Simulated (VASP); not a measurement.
# WSe2 (R3m) in VASP: notebook

The runs below take WSe2 through single point, with r2SCAN, LDA.

All numbers are computed with VASP 6.6.1; they aren't measurements. Logs are shortened: lines on timing, memory, paths and dates and some standing lists are left out, and cuts for length are marked.

## (1) The cell of the first run

The structure is trigonal, space group R3m (No. 160). Conventional cell: a = 3.302 Å, b = 3.302 Å, c = 19.739 Å, α = 90.00°, β = 90.00°, γ = 120.00°. W (site symmetry 3m) has 6 Se at 2.53 Å and 6 W at 3.30 Å within 3.4 Å. Se (site symmetry 3m) has 3 W at 2.53 Å and 7 Se at 3.30 to 3.33 Å within 3.4 Å. Se (site symmetry 3m) has 3 W at 2.53 Å and 7 Se at 3.30 to 3.33 Å within 3.4 Å.

## (2) Single point, r2SCAN

POSCAR

```
WSe2
1.0
    1.6510739566      0.9532479933      6.5796479446
   -1.6510739566      0.9532479933      6.5796479446
    0.0000000000     -1.9064959866      6.5796479446
W Se
1 2
Direct
   -0.0000183143     -0.0000183143     -0.0000183143
    0.4176504316      0.4176504316      0.4176504316
    0.2490345494      0.2490345494      0.2490345494
```

INCAR.step1

```
PREC = Accurate
ENCUT = 550
ISMEAR = 0
SIGMA = 0.01
LREAL = F
LASPH = T
NELM = 120
NBANDS = 20
GGA = PE
ALGO = Normal
EDIFF = 1E-5
LWAVE = T
LCHARG = F
GGA_COMPAT = F
```

INCAR.step2

```
PREC = Accurate
ENCUT = 550
EDIFF = 1E-6
ISMEAR = 0
SIGMA = 0.01
LREAL = F
LASPH = T
NELM = 120
ALGO = Normal
ISIF = 2
LWAVE = F
LCHARG = F
METAGGA = R2SCAN
LMIXTAU = T
NBANDS = 20
ISTART = 1
GGA_COMPAT = F
```

KPOINTS

```
regular mesh
0
Gamma
  4 4 4
```

Potentials or basis: VASP PAW PBE potentials, release 64 (W_sv, Se).

Launch:

```bash
> cat potpaw_PBE.64/W_sv/POTCAR potpaw_PBE.64/Se/POTCAR > POTCAR
> cp INCAR.step1 INCAR
> mpirun -np 1 vasp_std > vasp.out
> cp INCAR.step2 INCAR
> mpirun -np 1 vasp_std > vasp.out
```

OUTCAR:

```text
PREC = Accurate
   ENCUT = 550
   EDIFF = 1E-6
   ISMEAR = 0
   LREAL = F
   LASPH = T
   NELM = 120
   ISIF = 2
   METAGGA = R2SCAN
   ISTART = 1

 ion  position               nearest neighbor table
   1  1.000  1.000  1.000-   3 2.53   3 2.53   3 2.53   2 2.53   2 2.53   2 2.53
   2  0.418  0.418  0.418-   1 2.53   1 2.53   1 2.53
   3  0.249  0.249  0.249-   1 2.53   1 2.53   1 2.53

  LATTYP: Found a trigonal (rhomboedric) cell.
 ALAT       =     6.8502915282
 COS(alpha) =     0.8838163700

  Lattice vectors:

 A1 = (   1.6510739566,   0.9532479933,   6.5796479446)
 A2 = (  -1.6510739566,   0.9532479933,   6.5796479446)
 A3 = (   0.0000000000,  -1.9064959866,   6.5796479446)

Analysis of symmetry for initial positions (statically):
=====================================================================
 Subroutine PRICEL returns:
 Original cell was already a primitive cell.

 Routine SETGRP: Setting up the symmetry group for a
 trigonal (rhombohedral) supercell.

 Subroutine GETGRP returns: Found  6 space group operations
 (whereof  6 operations were pure point group operations)
 out of a pool of 12 trial point group operations.

The static configuration has the point symmetry C_3v.

Analysis of symmetry for dynamics (positions and initial velocities):
=====================================================================
 Subroutine PRICEL returns:
 Original cell was already a primitive cell.

 Routine SETGRP: Setting up the symmetry group for a
 trigonal (rhombohedral) supercell.

 Subroutine GETGRP returns: Found  6 space group operations
 (whereof  6 operations were pure point group operations)
 out of a pool of 12 trial point group operations.

The dynamic configuration has the point symmetry C_3v.

 Subroutine INISYM returns: Found  6 space group operations
 (whereof  6 operations are pure point group operations),
 and found     1 'primitive' translations

----------------------------------------------------------------------------------------

                                     Primitive cell

  volume of cell :      62.1336

  direct lattice vectors                    reciprocal lattice vectors
     1.651073957  0.953247993  6.579647945     0.302833194  0.174840826  0.050661272
    -1.651073957  0.953247993  6.579647945    -0.302833194  0.174840826  0.050661272
     0.000000000 -1.906495987  6.579647945     0.000000000 -0.349681652  0.050661272

  length of vectors
     6.850291528  6.850291528  6.850291528     0.353332453  0.353332453  0.353332453

  position of ions in fractional coordinates (direct lattice)
     0.999981686  0.999981686  0.999981686
     0.417650432  0.417650432  0.417650432
     0.249034549  0.249034549  0.249034549

  ion indices of the primitive-cell ions
   primitive index   ion index
                 1           1
                 2           2
                 3           3

----------------------------------------------------------------------------------------

 KPOINTS: regular mesh

Automatic generation of k-mesh.
 Grid dimensions read from file:
 generate k-points for:    4    4    4

 Generating k-lattice:

  Cartesian coordinates                     Fractional coordinates (reciprocal lattice)
     0.075708299  0.043710207  0.012665318     0.250000000 -0.000000000  0.000000000
    -0.075708299  0.043710207  0.012665318    -0.000000000  0.250000000  0.000000000
     0.000000000 -0.087420413  0.012665318     0.000000000  0.000000000  0.250000000

  Length of vectors
     0.088333113  0.088333113  0.088333113

  Shift w.r.t. Gamma in fractional coordinates (k-lattice)
     0.000000000  0.000000000  0.000000000

 Subroutine IBZKPT returns following result:
 ===========================================

 Found     13 irreducible k-points:

 Following reciprocal coordinates:
            Coordinates               Weight
  0.000000  0.000000  0.000000      1.000000
  0.250000  0.000000 -0.000000      6.000000
  0.500000  0.000000 -0.000000      3.000000
  0.250000  0.250000 -0.000000      6.000000
  0.500000  0.250000  0.000000     12.000000
 -0.250000  0.250000  0.000000      6.000000
  0.500000  0.500000 -0.000000      3.000000
  0.250000  0.250000  0.250000      2.000000
  0.500000  0.250000  0.250000      6.000000
 -0.250000  0.250000  0.250000      6.000000
  0.500000  0.500000  0.250000      6.000000
 -0.250000  0.500000  0.250000      6.000000
  0.500000  0.500000  0.500000      1.000000
   k-points           NKPTS =     13   k-points in BZ     NKDIM =     13   number of bands    NBANDS=     20
   number of dos      NEDOS =    301   number of ions     NIONS =      3
   total plane-waves  NPLWV = 157464
   dimension x,y,z NGX =    54 NGY =   54 NGZ =   54
   dimension x,y,z NGXF=   108 NGYF=  108 NGZF=  108
   ions per type =               1   2
   NGX,Y,Z   is equivalent  to a cutoff of  13.10, 13.10, 13.10 a.u.
   NGXF,Y,Z  is equivalent  to a cutoff of  26.21, 26.21, 26.21 a.u.
 SYSTEM =  unknown system
   PREC   = accura    normal or accurate (medium, high low for compatibility)
   ISTART =      1    job   : 0-new  1-cont  2-samecut
   ICHARG =      0    charge: 1-file 2-atom 10-const
   ISPIN  =      1    spin polarized calculation?
   LNONCOLLINEAR =      F non collinear calculations
   LSORBIT =      F    spin-orbit coupling
   LASPH  =      T    aspherical Exc in radial PAW
   ENCUT  =  550.0 eV  40.42 Ry    6.36 a.u.  13.10 13.10 13.10*2*pi/ulx,y,z
   NELM   =    120;   NELMIN=  2; NELMDL=  0     # of ELM steps
   EDIFF  = 0.1E-05   stopping-criterion for ELM
   LREAL  =      F    real-space projection
   EDIFFG = 0.1E-04   stopping-criterion for IOM
   NSW    =      0    number of steps for IOM
   IBRION =     -1    ionic relax: 0-MD 1-quasi-New 2-CG
   NFREE  =      0    steps in history (QN), initial steepest desc. (CG)
   ISIF   =      2    stress and relaxation
   ISYM   =      2    0-nonsym 1-usesym 2-fastsym
   POTIM  = 0.5000    time-step for ionic-motion
   TEBEG  =    0.0;   TEEND  =   0.0 temperature during run
   PSTRESS=    0.0 pullay stress
   NELECT =      26.0000    total number of electrons
   NUPDOWN=      -1.0000    fix difference up-down
   EMIN   =  10.00;   EMAX   =-10.00  energy-range for DOS
   EFERMI =   0.00;   METHOD = LEGACY
   ISMEAR =     0;   SIGMA  =   0.01  broadening in eV -4-tet -1-fermi 0-gaus
   EFERMI_NEDOS =   21; number of points for ismear=-14 and -15
   IALGO  =     38    algorithm
   IMIX   =      4    mixing-type and parameters
     AMIX     =   0.40;   BMIX     =  1.00
     AMIX_MAG =   1.60;   BMIX_MAG =  1.00
  volume/ion in A,a.u.               =      20.71       139.77
  Fermi-wavevector in a.u.,A,eV,Ry     =   1.224495  2.313961 20.400427  1.499389
  Thomas-Fermi vector in A             =   2.359568
   LORBIT       =      0    0 simple, 1 ext, 2 COOP (PROOUT), +10 PAW based schemes
   METAGGA = R2SCAN    functional components
   LHFCALC =     F    Hartree Fock is set to
   AEXX    =    0.0000 exact exchange contribution
   IVDW    =     0    specifies the selected vdW correction
   LEPSILON=     F    determine dielectric tensor
   LRPA    =     F    only Hartree local field effects (RPA)
 non-spin polarized calculation
 Gauss-broadening in eV      SIGMA  =   0.01
  energy-cutoff  :      550.00
  volume of cell :       62.13
 maximum number of plane-waves:      1844
 NGX is ok and might be reduce to    54
   NGX = 27   NGY = 27   NGZ = 27

 number of electron      26.0000000 magnetization

 Free energy of the ion-electron system (eV)
  ---------------------------------------------------
  ext. energy  EPLUGINS =         0.00000000
  ---------------------------------------------------
  free energy    TOTEN  =       -81.82745954 eV

  energy without entropy =      -81.82745954  energy(sigma->0) =      -81.82745954

 E-fermi :   6.0980     XC(G=0): -11.2524

 val. band max:        5.8671502114   @ k =   0.5000   0.5000   0.5000
 cond. band min:       7.3820274481   @ k =   0.2500   0.0000  -0.0000
 fundamental gap:      1.5148772367
 Fermi energy:         6.0979501417

 k-point     1 :       0.0000    0.0000    0.0000
  band No.  band energies     occupation
      1     -70.4437      2.00000
      2     -34.0354      2.00000
      3     -33.9183      2.00000
      4     -33.9183      2.00000
      5     -10.0403      2.00000
      6      -8.4096      2.00000
[... 12 lines left out ...]
     19      14.2683      0.00000
     20      14.4906      0.00000

 k-point     2 :       0.2500    0.0000   -0.0000
  band No.  band energies     occupation
      1     -70.4381      2.00000
      2     -34.0397      2.00000
      3     -34.0115      2.00000
      4     -33.9468      2.00000
      5      -9.1400      2.00000
      6      -8.0333      2.00000
[... 12 lines left out ...]
     19      14.2681      0.00000
     20      14.8506      0.00000

 k-point     3 :       0.5000    0.0000   -0.0000
  band No.  band energies     occupation
      1     -70.4324      2.00000
      2     -34.1586      2.00000
      3     -33.9875      2.00000
      4     -33.9752      2.00000
      5      -7.9199      2.00000
      6      -7.5677      2.00000
[... 12 lines left out ...]
     19      12.6588      0.00000
     20      13.2603      0.00000

 k-point     4 :       0.2500    0.2500   -0.0000
  band No.  band energies     occupation
      1     -70.4381      2.00000
      2     -34.0397      2.00000
      3     -34.0115      2.00000
      4     -33.9468      2.00000
      5      -9.1092      2.00000
      6      -8.0811      2.00000
[... 176 lines left out ...]
 k-point    12 :      -0.2500    0.5000    0.2500
  band No.  band energies     occupation
      1     -70.4324      2.00000
      2     -34.1143      2.00000
      3     -34.0206      2.00000
      4     -33.9876      2.00000
      5      -7.8629      2.00000
      6      -7.6696      2.00000
[... 12 lines left out ...]
     19      13.0394      0.00000
     20      15.1239      0.00000

 k-point    13 :       0.5000    0.5000    0.5000
  band No.  band energies     occupation
      1     -70.4438      2.00000
      2     -34.0354      2.00000
      3     -33.9183      2.00000
      4     -33.9183      2.00000
      5      -9.8382      2.00000
      6      -8.7567      2.00000
[... 12 lines left out ...]
     19      14.6683      0.00000
     20      15.9546      0.00000

------------------------ aborting loop because EDIFF is reached ----------------------------------------

  FORCE on cell =-STRESS in cart. coord.  units (eV):
  Direction    XX          YY          ZZ          XY          YZ          ZX
  --------------------------------------------------------------------------------------
  -------------------------------------------------------------------------------------
  Total        0.5423573      0.5423573      0.4519395      0.0000000      0.0000000      0.0000000
  in kB       13.9852335     13.9852335     11.6537194      0.0000000      0.0000000      0.0000000
  external PRESSURE =      13.2080622 kB  Pullay stress =       0.0000000 kB

 VOLUME and BASIS-vectors are now :
 -----------------------------------------------------------------------------
  energy-cutoff  :      550.00
  volume of cell :       62.13
      direct lattice vectors                 reciprocal lattice vectors
     1.651073957  0.953247993  6.579647945     0.302833194  0.174840826  0.050661272
    -1.651073957  0.953247993  6.579647945    -0.302833194  0.174840826  0.050661272
     0.000000000 -1.906495987  6.579647945     0.000000000 -0.349681652  0.050661272

 POSITION                                       TOTAL-FORCE (eV/Angst)
 -----------------------------------------------------------------------------------
      0.00000      0.00000     19.73858         0.000000      0.000000     -0.003750
      0.00000      0.00000      8.24398         0.000000      0.000000     -0.042696
      0.00000      0.00000      4.91568         0.000000     -0.000000      0.046446
 -----------------------------------------------------------------------------------
    total drift:                                0.000000      0.000000     -0.000123

  FREE ENERGIE OF THE ION-ELECTRON SYSTEM (eV)
  ---------------------------------------------------
  free  energy   TOTEN  =       -81.8274595445 eV

  energy  without entropy=      -81.8274595445  energy(sigma->0) =      -81.82745954
```

It took 10 min on 1 thread of Intel Xeon 8259CL, shared host; peak memory 0.44 GiB.

What came out:

```yaml
Free_energy: -81.8275 eV
Pressure: 1.3 GPa
Largest_force: 0.046 eV/Å
Band_gap_on_the_k_mesh: 1.51 eV (least direct gap 2.39 eV)
```

Forces in eV/Å, atoms in the order of the input:
```
W    0.000  0.000 -0.004
Se   0.000  0.000 -0.043
Se   0.000  0.000  0.046
```

Stress tensor (GPa, compression positive):
```
1.40 0.00 0.00
0.00 1.40 0.00
0.00 0.00 1.17
```

Caveat: the k points lie up to 0.56 Å⁻¹ apart; the PAW data sets were made with another functional, which shifts forces and pressure a little; spin-orbit coupling is left out, which moves the levels of the heavy elements. A k mesh can miss the band edges.

## (3) Single point, LDA

INCAR

```
SYSTEM = WSe2
ALGO = Normal ; EDIFF = 1E-6
ENCUT = 500 ; GGA = CA
GGA_COMPAT = .FALSE. ; ISIF = 2
ISMEAR = 0 ; LASPH = .TRUE.
LCHARG = .FALSE. ; LREAL = .FALSE.
LWAVE = .FALSE. ; NBANDS = 20
NELM = 120 ; PREC = Accurate
SIGMA = 0.01
```

KPOINTS

```
k-points
0
G
  6 6 6
  0 0 0
```

POSCAR is that of step 2.

Potentials or basis: VASP PAW LDA potentials, release 64 (W_sv, Se).

Launch:

```bash
> cat potpaw_LDA.64/W_sv/POTCAR potpaw_LDA.64/Se/POTCAR > POTCAR
> mpirun -np 1 vasp_std > vasp.out
```

OUTCAR:

```text
SYSTEM = WSe2
   EDIFF = 1E-6
   ENCUT = 500
   GGA = CA
   ISIF = 2
   ISMEAR = 0
   LASPH = .TRUE.
   LREAL = .FALSE.
   NELM = 120
   PREC = Accurate

 ion  position               nearest neighbor table
   1  1.000  1.000  1.000-   3 2.53   3 2.53   3 2.53   2 2.53   2 2.53   2 2.53
   2  0.418  0.418  0.418-   1 2.53   1 2.53   1 2.53
   3  0.249  0.249  0.249-   1 2.53   1 2.53   1 2.53

  LATTYP: Found a trigonal (rhomboedric) cell.
 ALAT       =     6.8502915282
 COS(alpha) =     0.8838163700

  Lattice vectors:

 A1 = (   1.6510739566,   0.9532479933,   6.5796479446)
 A2 = (  -1.6510739566,   0.9532479933,   6.5796479446)
 A3 = (   0.0000000000,  -1.9064959866,   6.5796479446)

Analysis of symmetry for initial positions (statically):
=====================================================================
 Subroutine PRICEL returns:
 Original cell was already a primitive cell.

 Routine SETGRP: Setting up the symmetry group for a
 trigonal (rhombohedral) supercell.

 Subroutine GETGRP returns: Found  6 space group operations
 (whereof  6 operations were pure point group operations)
[... 164 lines left out ...]

  energy without entropy =      -24.21197517  energy(sigma->0) =      -24.21197517

 E-fermi :   6.1452     XC(G=0): -10.8728

 val. band max:        5.9948814838   @ k =   0.5000   0.5000   0.5000
 cond. band min:       7.0144749731   @ k =  -0.1667   0.1667   0.0000
 fundamental gap:      1.0195934893
 Fermi energy:         6.1451679962

 k-point     1 :       0.0000    0.0000    0.0000
  band No.  band energies     occupation
      1     -67.8966      2.00000
      2     -32.4046      2.00000
      3     -32.2714      2.00000
      4     -32.2714      2.00000
      5      -9.2189      2.00000
      6      -7.6632      2.00000
[... 541 lines left out ...]
     19      13.2862      0.00000
     20      14.1447      0.00000

 [... further k-points ...]

------------------------ aborting loop because EDIFF is reached ----------------------------------------

  FORCE on cell =-STRESS in cart. coord.  units (eV):
  Direction    XX          YY          ZZ          XY          YZ          ZX
  --------------------------------------------------------------------------------------
  -------------------------------------------------------------------------------------
  Total       -1.5175428     -1.5175428     -0.9954678      0.0000000     -0.0000000     -0.0000000
  in kB      -39.1313821    -39.1313821    -25.6691487      0.0000000     -0.0000000     -0.0000000
  external PRESSURE =     -34.6439709 kB  Pullay stress =       0.0000000 kB

 VOLUME and BASIS-vectors are now :
 -----------------------------------------------------------------------------
  energy-cutoff  :      500.00
  volume of cell :       62.13
      direct lattice vectors                 reciprocal lattice vectors
     1.651073957  0.953247993  6.579647945     0.302833194  0.174840826  0.050661272
    -1.651073957  0.953247993  6.579647945    -0.302833194  0.174840826  0.050661272
     0.000000000 -1.906495987  6.579647945     0.000000000 -0.349681652  0.050661272

 POSITION                                       TOTAL-FORCE (eV/Angst)
 -----------------------------------------------------------------------------------
      0.00000      0.00000     19.73858         0.000000      0.000000      0.000330
      0.00000      0.00000      8.24398         0.000000     -0.000000     -0.173214
      0.00000      0.00000      4.91568         0.000000     -0.000000      0.172884
 -----------------------------------------------------------------------------------
    total drift:                               -0.000000      0.000000     -0.000100

  FREE ENERGIE OF THE ION-ELECTRON SYSTEM (eV)
  ---------------------------------------------------
  free  energy   TOTEN  =       -24.2119751740 eV

  energy  without entropy=      -24.2119751740  energy(sigma->0) =      -24.21197517
```

stdout:

```text
POSCAR found type information on POSCAR W Se
 POSCAR found :  2 types and       3 ions
 scaLAPACK will be used
 LDA part: xc-table for (Slater(with rela. corr.)+CA(PZ))
 , standard interpolation
 POSCAR, INCAR and KPOINTS ok, starting setup
 FFT: planning ... GRIDC
 FFT: planning ... GRID_SOFT
 FFT: planning ... GRID
 WAVECAR not read
 entering main loop
```

It took 3.4 min on 1 thread of Intel Xeon 8259CL, shared host; peak memory 0.28 GiB.

Results:

```yaml
Free_energy: -24.2120 eV
Pressure: -3.5 GPa
Largest_force: 0.173 eV/Å
Band_gap_on_the_k_mesh: 1.02 eV (least direct gap 1.57 eV)
```

Forces on the atoms (eV/Å):
```
W    0.000  0.000  0.000
Se   0.000  0.000 -0.173
Se   0.000  0.000  0.173
```

Stress tensor (GPa, compression positive):
```
-3.91  0.00  0.00
 0.00 -3.91  0.00
 0.00  0.00 -2.57
```

Caveat: the cell stands under tension; spin-orbit coupling is left out, which moves the levels of the heavy elements. A k mesh can miss the band edges.
